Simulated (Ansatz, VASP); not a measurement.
## Si2Ni in VASP and in Ansatz

```
Si Ni
1.0
     0.00000    2.72343    2.72343
     2.72343    0.00000    2.72343
     2.72343    2.72343    0.00000
Si Ni
2 1
Direct
  0.25000 0.25000 0.25000
  0.75000 0.75000 0.75000
  0.00000 0.00000 0.00000
```

Alike in both runs: functional PBE; k mesh 16 × 16 × 16; occupations fermi-dirac, width 0.15 eV; no spin polarisation.

Ansatz relaxed the structure, and its values are those at the end. VASP's run is a single point on that final structure, the one shown.

```csv
,VASP,Ansatz
version,VASP 6.6.1,Ansatz 0.2.0
potentials or method,"VASP PAW PBE potentials, release 64 (Si, Ni), cutoff 520 eV","scalar-relativistic, plane waves, PAW"
valence electrons in the cell,18,26
```

|  | VASP | Ansatz | Ansatz less VASP |
| --- | --- | --- | --- |
| gap on the k mesh at the Fermi level (eV) | none | none | - |
| pressure (GPa) | 0.0 | 0.0 | +0.02 |

A gap of «none» marks a metal or a gap that the smearing closes. VASP's potentials hold 18 valence electrons a cell and Ansatz's 26, so a difference there can come from the potentials and not from the codes.
